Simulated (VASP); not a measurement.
# MnS: single point with PBE

The system is MnS.

```xyz
2
Lattice="0.0000 2.6045 2.6045 2.6045 0.0000 2.6045 2.6045 2.6045 0.0000" Properties=species:S:1:pos:R:3 pbc="T T T"
Mn    0.0000    0.0000    0.0000
S     2.6045    2.6045    2.6045
```

```yaml
Program: VASP 6.6.1
Task: single point
Functional: PBE
Potentials_or_basis: VASP PAW PBE potentials, release 64 (Mn_pv, S)
Cutoff: 520 eV
k_mesh: 7 × 7 × 7
Occupations: fermi-dirac, width 0.05 eV
Spin: collinear spin, ferromagnetic start
Starting_moments: "[3.0, 0.0] μB"
Fixed_moment: 3 μB
```

| Item | Value |
| --- | --- |
| Pressure | -16.6 GPa |
| Net moment | 3.00 μB per cell |
| Site moments | Mn +3.01; S -0.09 μB |
| Valence electrons inside the program's atomic spheres | Mn 11.38; S 3.64 |

Wall time 54 s on 1 thread of AMD EPYC 7R13 (shared host), peak memory 0.15 GiB.

Caveat: the total moment is fixed, so each spin has its own Fermi level; a cell with one magnetic atom can't hold antiferromagnetic order, which such compounds often take.
